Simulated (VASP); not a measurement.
# W (C2/m) in VASP: a series of runs, part 2 of 3

VASP 6.6.1. The steps go on from the part before.

### Step 3. Single point, LDA (atoms displaced along several vibrational modes)

INCAR reads:

```
SYSTEM = W
PREC     = Accurate       ! precision mode
ENCUT    = 520            ! plane-wave cutoff, eV
EDIFF    = 1E-6           ! SCF threshold, eV
ISMEAR   = 0              ! smearing method
SIGMA    = 0.15           ! smearing width, eV
LREAL    = .False.        ! projectors in reciprocal space
LASPH    = .True.         ! aspherical terms in the spheres
NELM     = 60             ! most SCF steps
ALGO     = Fast           ! electronic algorithm
ISIF     = 2              ! what is computed and relaxed
LWAVE    = .False.        ! write WAVECAR
LCHARG   = .False.        ! write CHGCAR
GGA      = CA             ! functional
NBANDS   = 21             ! bands
```

KPOINTS reads:

```
regular mesh
0
Gamma
  16 16 12
  0 0 0
```

POSCAR reads:

```
W
1.0
    0.0000000000     -1.9862702900     -1.9862702900
    0.0000000000      1.9862702900     -1.9862702900
    3.9725405800      0.0000000000      0.0000000000
W
2
Direct
    0.5305094429      0.4694905571      0.4863059926
   -0.0305094429      0.0305094429      0.0136940074
```

Potentials or basis: VASP PAW LDA potentials, release 64 (W_sv).

Launch:

```sh
$ cat potpaw_LDA.64/W_sv/POTCAR > POTCAR
$ mpirun -np 1 vasp_std > vasp.out
```

OUTCAR:

```text
SYSTEM = W
   PREC = Accurate
   ENCUT = 520
   EDIFF = 1E-6
   ISMEAR = 0
   LREAL = .False.
   LASPH = .True.
   NELM = 60
   ISIF = 2
   GGA = CA

 ion  position               nearest neighbor table
   1  0.531  0.469  0.486-   2 2.56   2 2.73   2 2.74   2 2.74   2 2.90   2 2.90   2 2.91   2 3.06

   2  0.969  0.031  0.014-   1 2.56   1 2.73   1 2.74   1 2.74   1 2.90   1 2.90   1 2.91   1 3.06

  LATTYP: Found a simple tetragonal cell.
 ALAT       =     2.8090103827
[... 771 lines left out ...]
------------------------ aborting loop because EDIFF is reached ----------------------------------------

  FORCE on cell =-STRESS in cart. coord.  units (eV):
  Direction    XX          YY          ZZ          XY          YZ          ZX
  --------------------------------------------------------------------------------------
  -------------------------------------------------------------------------------------
  Total        1.2252920      0.8813241      2.0858861     -0.7861356      0.0000000      0.0000000
  in kB       62.6289540     45.0475497    106.6169222    -40.1821372      0.0000000      0.0000000
  external PRESSURE =      71.4311419 kB  Pullay stress =       0.0000000 kB

 VOLUME and BASIS-vectors are now :
 -----------------------------------------------------------------------------
  energy-cutoff  :      520.00
  volume of cell :       31.35
      direct lattice vectors                 reciprocal lattice vectors
     0.000000000 -1.986270290 -1.986270290     0.000000000 -0.251728077 -0.251728077
     0.000000000  1.986270290 -1.986270290     0.000000000  0.251728077 -0.251728077
     3.972540580  0.000000000  0.000000000     0.251728077  0.000000000  0.000000000

 POSITION                                       TOTAL-FORCE (eV/Angst)
 -----------------------------------------------------------------------------------
      1.93187     -0.12120     -1.98627         1.437455      0.841679      0.000000
      0.05440     -1.86507     -1.98627        -1.437455     -0.841679      0.000000
 -----------------------------------------------------------------------------------
    total drift:                               -0.000000      0.000000     -0.000000

  FREE ENERGIE OF THE ION-ELECTRON SYSTEM (eV)
  ---------------------------------------------------
  free  energy   TOTEN  =       -27.0431642166 eV

  energy  without entropy=      -27.0202058678  energy(sigma->0) =      -27.03168504
```

OSZICAR:

```text
N       E                     dE             d eps       ncg     rms          rms(c)
DAV:   1     0.269596607666E+03    0.26960E+03   -0.15785E+04 34740   0.155E+03
DAV:   2    -0.192089304426E+02   -0.28881E+03   -0.28132E+03 37479   0.461E+02
DAV:   3    -0.281640020601E+02   -0.89551E+01   -0.87788E+01 39503   0.800E+01
DAV:   4    -0.282489956088E+02   -0.84994E-01   -0.84877E-01 37612   0.822E+00
DAV:   5    -0.282498366155E+02   -0.84101E-03   -0.84100E-03 39693   0.848E-01    0.302E+01
RMM:   6    -0.272971300411E+02    0.95271E+00   -0.10228E+00 36137   0.763E+00    0.128E+01
RMM:   7    -0.270495895196E+02    0.24754E+00   -0.77380E-01 38596   0.633E+00    0.718E-01
RMM:   8    -0.270429633731E+02    0.66261E-02   -0.34007E-02 43909   0.152E+00    0.303E-01
RMM:   9    -0.270430959744E+02   -0.13260E-03   -0.63996E-03 43510   0.703E-01    0.848E-02
RMM:  10    -0.270431474543E+02   -0.51480E-04   -0.76128E-04 46870   0.272E-01    0.158E-02
RMM:  11    -0.270431622483E+02   -0.14794E-04   -0.18005E-04 45798   0.125E-01    0.120E-02
RMM:  12    -0.270431636059E+02   -0.13576E-05   -0.26303E-05 42939   0.469E-02    0.582E-03
RMM:  13    -0.270431642166E+02   -0.61066E-06   -0.80767E-06 37314   0.249E-02
   1 F= -.27043164E+02 E0= -.27031685E+02  d E =-.229583E-01
```

stdout:

```text
POSCAR found type information on POSCAR W
 POSCAR found :  1 types and       2 ions
 scaLAPACK will be used
 LDA part: xc-table for (Slater(with rela. corr.)+CA(PZ))
 , standard interpolation
 POSCAR, INCAR and KPOINTS ok, starting setup
 FFT: planning ... GRIDC
 FFT: planning ... GRID_SOFT
 FFT: planning ... GRID
 WAVECAR not read
 entering main loop
WARNING in EDDRMM: call to ZHEGV failed, returncode =   6  3     18
WARNING in EDDRMM: call to ZHEGV failed, returncode =   8  4     20
WARNING in EDDRMM: call to ZHEGV failed, returncode =   6  3     17
WARNING in EDDRMM: call to ZHEGV failed, returncode =   8  4     19
WARNING in EDDRMM: call to ZHEGV failed, returncode =   8  4     20
WARNING in EDDRMM: call to ZHEGV failed, returncode =   6  3     20
WARNING in EDDRMM: call to ZHEGV failed, returncode =   8  4     18
```

It took 9.8 min on 1 thread of Intel Xeon Platinum 8259CL at 2.50GHz (Skylake/Cascade Lake), shared host; peak memory 0.49 GiB.

Results:

| Property | Result |
| --- | --- |
| Free energy | -27.0432 eV |
| Pressure | 7.1 GPa |
| Largest force | 1.666 eV/Å |
| Band gap on the k mesh | zero (bands 14 and 15 overlap by 3.96 eV) |

Forces on the atoms (eV/Å):
```
W    1.437  0.842  0.000
W   -1.437 -0.842  0.000
```

Stress tensor (GPa, compression positive):
```
 6.26 -4.02  0.00
-4.02  4.50  0.00
 0.00  0.00 10.66
```

Caveat: the cell differs from its parent crystal (atoms displaced along several vibrational modes); the stress differs along the axes, from 5 to 11 GPa; spin-orbit coupling is left out, which moves the levels of the heavy elements; forces of over 1 eV/Å act on the atoms, so gaps and moduli don't describe the material at rest.

### Step 4. Single point, LDA (atoms displaced along several vibrational modes)

INCAR reads:

```
SYSTEM = W
ALGO = Fast
EDIFF = 1E-6
ENCUT = 520
ISIF = 2
ISMEAR = 0
LASPH = .True.
LCHARG = .False.
LREAL = .False.
LWAVE = .False.
NBANDS = 21
NELM = 80
PREC = Accurate
SIGMA = 0.15
```

KPOINTS reads:

```
k-points
0
Gamma
  16 16 12
  0 0 0
```

POSCAR reads:

```
W
1.0
    0.0000000000     -1.9862702900     -1.9862702900
    0.0000000000      1.9862702900     -1.9862702900
    3.9725405800      0.0000000000      0.0000000000
W
2
Direct
    0.5305094429      0.4694905571      0.4931529963
   -0.0305094429      0.0305094429      0.0068470037
```

Potentials or basis: VASP PAW LDA potentials, release 64 (W_sv).

Launch:

```sh
$ cat potpaw_LDA.64/W_sv/POTCAR > POTCAR
$ mpirun -np 1 vasp_std > vasp.out
```

OUTCAR:

```text
SYSTEM = W
   EDIFF = 1E-6
   ENCUT = 520
   ISIF = 2
   ISMEAR = 0
   LASPH = .True.
   LREAL = .False.
   NELM = 80
   PREC = Accurate

 ion  position               nearest neighbor table
   1  0.531  0.469  0.493-   2 2.60   2 2.68   2 2.78   2 2.78   2 2.86   2 2.86   2 2.95   2 3.02

   2  0.969  0.031  0.007-   1 2.60   1 2.68   1 2.78   1 2.78   1 2.86   1 2.86   1 2.95   1 3.02

  LATTYP: Found a simple tetragonal cell.
 ALAT       =     2.8090103827
 C/A-ratio  =     1.4142135624

  Lattice vectors:

 A1 = (   0.0000000000,  -1.9862702900,  -1.9862702900)
 A2 = (   0.0000000000,   1.9862702900,  -1.9862702900)
 A3 = (   3.9725405800,   0.0000000000,   0.0000000000)

Analysis of symmetry for initial positions (statically):
=====================================================================
 Subroutine PRICEL returns:
 Original cell was already a primitive cell.

 Routine SETGRP: Setting up the symmetry group for a
 simple tetragonal supercell.

 Subroutine GETGRP returns: Found  4 space group operations
 (whereof  2 operations were pure point group operations)
[... 164 lines left out ...]
  free energy    TOTEN  =       -27.10325198 eV

  energy without entropy =      -27.07875312  energy(sigma->0) =      -27.09100255

 E-fermi :  11.0331     XC(G=0): -13.8636

 val. band max:       11.0312111906   @ k =  -0.1250   0.3125   0.5000
 cond. band min:      11.0354433702   @ k =   0.0000   0.4375   0.2500
 fundamental gap:      0.0042321795
 Fermi energy:        11.0330812859

 k-point     1 :       0.0000    0.0000    0.0000
  band No.  band energies     occupation
      1     -62.1074      2.00000
      2     -61.9033      2.00000
      3     -27.2506      2.00000
      4     -26.4308      2.00000
      5     -26.4002      2.00000
      6     -25.9569      2.00000
[... 565 lines left out ...]
     20      18.7039      0.00000
     21      23.2091      0.00000

 [... further k-points ...]

------------------------ aborting loop because EDIFF is reached ----------------------------------------

  FORCE on cell =-STRESS in cart. coord.  units (eV):
  Direction    XX          YY          ZZ          XY          YZ          ZX
  --------------------------------------------------------------------------------------
  -------------------------------------------------------------------------------------
  Total        1.5314552      0.2975749      1.5795698     -0.4436994      0.0000000      0.0000000
  in kB       78.2780210     15.2100946     80.7373278    -22.6790252      0.0000000      0.0000000
  external PRESSURE =      58.0751478 kB  Pullay stress =       0.0000000 kB

 VOLUME and BASIS-vectors are now :
 -----------------------------------------------------------------------------
  energy-cutoff  :      520.00
  volume of cell :       31.35
      direct lattice vectors                 reciprocal lattice vectors
     0.000000000 -1.986270290 -1.986270290     0.000000000 -0.251728077 -0.251728077
     0.000000000  1.986270290 -1.986270290     0.000000000  0.251728077 -0.251728077
     3.972540580  0.000000000  0.000000000     0.251728077  0.000000000  0.000000000

 POSITION                                       TOTAL-FORCE (eV/Angst)
 -----------------------------------------------------------------------------------
      1.95907     -0.12120     -1.98627         0.758744      0.896311      0.000000
      0.02720     -1.86507     -1.98627        -0.758744     -0.896311      0.000000
 -----------------------------------------------------------------------------------
    total drift:                               -0.000000      0.000000     -0.000000

  FREE ENERGIE OF THE ION-ELECTRON SYSTEM (eV)
  ---------------------------------------------------
  free  energy   TOTEN  =       -27.1032519762 eV

  energy  without entropy=      -27.0787531194  energy(sigma->0) =      -27.09100255
```

OSZICAR:

```text
N       E                     dE             d eps       ncg     rms          rms(c)
DAV:   1     0.269261026300E+03    0.26926E+03   -0.15779E+04 34732   0.155E+03
DAV:   2    -0.192935733523E+02   -0.28855E+03   -0.28110E+03 37485   0.460E+02
DAV:   3    -0.282297588650E+02   -0.89362E+01   -0.87562E+01 39469   0.798E+01
DAV:   4    -0.283141492479E+02   -0.84390E-01   -0.84294E-01 37742   0.821E+00
DAV:   5    -0.283149868541E+02   -0.83761E-03   -0.83760E-03 39721   0.847E-01    0.300E+01
RMM:   6    -0.273575190570E+02    0.95747E+00   -0.10250E+00 36073   0.766E+00    0.127E+01
RMM:   7    -0.271096783824E+02    0.24784E+00   -0.76743E-01 38552   0.631E+00    0.716E-01
RMM:   8    -0.271030407238E+02    0.66377E-02   -0.33666E-02 43846   0.151E+00    0.302E-01
RMM:   9    -0.271031838513E+02   -0.14313E-03   -0.63052E-03 43289   0.693E-01    0.779E-02
RMM:  10    -0.271032353345E+02   -0.51483E-04   -0.73857E-04 46756   0.268E-01    0.158E-02
RMM:  11    -0.271032497526E+02   -0.14418E-04   -0.17746E-04 45646   0.124E-01    0.133E-02
RMM:  12    -0.271032512987E+02   -0.15461E-05   -0.28269E-05 42468   0.498E-02    0.709E-03
RMM:  13    -0.271032519762E+02   -0.67752E-06   -0.90337E-06 37272   0.267E-02
   1 F= -.27103252E+02 E0= -.27091003E+02  d E =-.244989E-01
```

Wall time 4.2 min (1 thread of AMD EPYC 7R13, shared host); peak memory 0.49 GiB.

What came out:

| Item | Value |
| --- | --- |
| Free energy | -27.1033 eV |
| Pressure | 5.8 GPa |
| Largest force | 1.174 eV/Å |
| Band gap on the k mesh | zero (bands 14 and 15 overlap by 3.89 eV) |

Forces in eV/Å, atoms in the order of the input:
```
W    0.759  0.896  0.000
W   -0.759 -0.896  0.000
```

Caveat: the cell differs from its parent crystal (atoms displaced along several vibrational modes); the stress differs along the axes, from 2 to 8 GPa; spin-orbit coupling is left out, which moves the levels of the heavy elements; forces of over 1 eV/Å act on the atoms, so gaps and moduli don't describe the material at rest.

(Continued in part 3 of 3.)
